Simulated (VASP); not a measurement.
LiCl, 2 atoms in the cell. The structure is tetragonal, space group I4mm (No. 107). Conventional cell: a = 3.547 Å, b = 3.547 Å, c = 5.478 Å, α = 90.00°, β = 90.00°, γ = 90.00°. Li (site symmetry 4mm) has 6 Cl at 2.51 to 2.80 Å within 3.3 Å. Cl (site symmetry 4mm) has 6 Li at 2.51 to 2.80 Å within 3.3 Å.  This cell differs from its parent crystal: strained.

- Program: VASP 6.6.1
- Task: single point
- Functional: PBE
- Potentials or basis: VASP PAW PBE potentials, release 64 (Li_sv, Cl)
- Cutoff: 750 eV
- k mesh: 8 × 8 × 8
- Occupations: gaussian, width 0.02 eV
- Spin: no spin polarisation
- Dipole correction: no
- Further INCAR settings: ALGO = Normal; EDIFF = 1e-06; NBANDS = 12

Potentials or basis: VASP PAW PBE potentials, release 64 (Li_sv, Cl).

The run is started by

```console
$ cat potpaw_PBE.64/Li_sv/POTCAR potpaw_PBE.64/Cl/POTCAR > POTCAR
$ mpirun -np 1 vasp_std > vasp.out
```

Hardware: 1 thread of Intel Xeon 8259CL (shared host).

Estimate the wall time of this run.

It took 60 s on 1 thread of Intel Xeon 8259CL, on a shared host, peak memory 0.2 GiB. Counts: scf iterations 12, k points 59.
